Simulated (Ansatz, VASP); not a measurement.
Two plane-wave programs on B2AsN

```
N B As
1.0
    -2.12115    2.12115    4.15339
     2.12115   -2.12115    4.15339
     2.12115    2.12115   -4.15339
N B As
2 4 2
Direct
  0.00000 0.00000 0.00000
  0.25000 0.75000 0.50000
  0.62500 0.70013 0.57513
  0.95013 0.37500 0.07513
  0.12500 0.04987 0.42487
  0.29987 0.87500 0.92487
  0.50000 0.50000 0.00000
  0.75000 0.25000 0.50000
```

Alike in both runs: task single point; functional r2SCAN; k mesh 8 × 8 × 8; no spin polarisation.

```csv
,VASP,Ansatz
version,VASP 6.6.1,Ansatz 0.2.0
potentials or method,"VASP PAW PBE potentials, release 64 (N, B, As)","plane waves, PAW"
plane-wave cutoff (eV),520,500
occupations,"gaussian, width 0.01 eV",fixed
valence electrons in the cell,32,52
```

```csv
,VASP,Ansatz,Ansatz less VASP
gap on the k mesh at the Fermi level (eV),2.41,2.42,+0.007
pressure (GPa),0.6,0.0,-0.64
rms of the force components (eV/Å),0.013,0.000,-0.0131
```

VASP's potentials were made for PBE, not for r2SCAN. VASP's potentials hold 32 valence electrons a cell and Ansatz's 52, so a difference there can come from the potentials and not from the codes.
